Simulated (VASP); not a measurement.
Wanted: the native input for a VASP 6.6.1 run.

* Task: single point
* Functional: PBE
* Potentials or basis: VASP PAW PBE potentials, release 64 (Al)
* Cutoff: 520 eV
* k mesh: 20 × 20 × 20
* Occupations: gaussian, width 0.15 eV
* Spin: no spin polarisation
* Dipole correction: no
* Further INCAR settings: ALGO = Fast; EDIFF = 1e-06; NBANDS = 8

The structure of Al lies in POSCAR:

```
Al
1.0
   -1.6741230985      1.6741230985      1.6175102401
    1.6741230985     -1.6741230985      1.6175102401
    1.5608973817      1.5608973817     -1.6175102401
Al
1
Direct
    0.0000000000      0.0000000000      0.0000000000
```

This cell differs from its parent crystal: engineering shear strain xy -0.0700, strain +e along x and -e along y +0.0000.

One way to write it, as run:

INCAR

```
SYSTEM = Al
PREC = Accurate ; ENCUT = 520
EDIFF = 1E-6 ; ISMEAR = 0
SIGMA = 0.15 ; LREAL = .False.
LASPH = .True. ; NELM = 80
ALGO = Fast ; ISIF = 2
LWAVE = .False. ; LCHARG = .True.
GGA = PE ; LELF = .True.
LVHAR = .True. ; NBANDS = 8
```

KPOINTS

```
Automatic mesh
0
Gamma
  20 20 20
  0 0 0
```

Potentials or basis: VASP PAW PBE potentials, release 64 (Al).

Run with:

```bash
$ cat potpaw_PBE.64/Al/POTCAR > POTCAR
$ mpirun -np 1 vasp_std > vasp.out
```

Results of the run:

| Quantity | Value |
| --- | --- |
| Pressure | 0.5 GPa |

Caveat: the cell differs from its parent crystal (engineering shear strain xy -0.0700, strain +e along x and -e along y +0.0000).

Run time: 32 s on 1 thread of Intel(R) Xeon(R) 6975P-C (Granite Rapids), with other jobs on the host, peak memory 0.24 GiB.
